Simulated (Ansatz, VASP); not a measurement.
**Si4B in VASP and in Ansatz**

```
CELL_PARAMETERS angstrom
4.12940 0.00000 0.00000
0.00000 4.12940 0.00000
0.00000 0.00000 4.12940
ATOMIC_POSITIONS crystal
Si 0.71685 0.28315 0.71685
Si 0.28315 0.71685 0.71685
Si 0.71685 0.71685 0.28315
Si 0.28315 0.28315 0.28315
B 0.00000 0.00000 0.00000
```

Alike in both runs: functional PBE; k mesh 4 × 4 × 4; occupations gaussian, width 0.2 eV; no spin polarisation.

Ansatz relaxed the structure, and its values are those at the end. VASP's run is a single point on that final structure, the one shown.

|  | VASP | Ansatz |
| --- | --- | --- |
| version | VASP 6.6.1 | Ansatz 0.2.0 |
| potentials or method | VASP PAW PBE potentials, release 64 (Si, B), cutoff 500 eV | scalar-relativistic, plane waves, PAW |
| valence electrons in the cell | 19 | 19 |

Ansatz gave:

```
gap on the k mesh at the Fermi level (eV) : none
pressure (GPa)                            : 0.5
rms of the force components (eV/Å)        : 0.014
```

Task: Which values does VASP return?

Result: gap on the k mesh at the Fermi level (eV): none; pressure (GPa): 0.4; rms of the force components (eV/Å): 0.011.

A gap of «none» marks a metal or a gap that the smearing closes. With one functional, cell and mesh, what is left measures potentials, basis and numerics.

The k mesh is coarse, so the values compare programs but aren't converged.
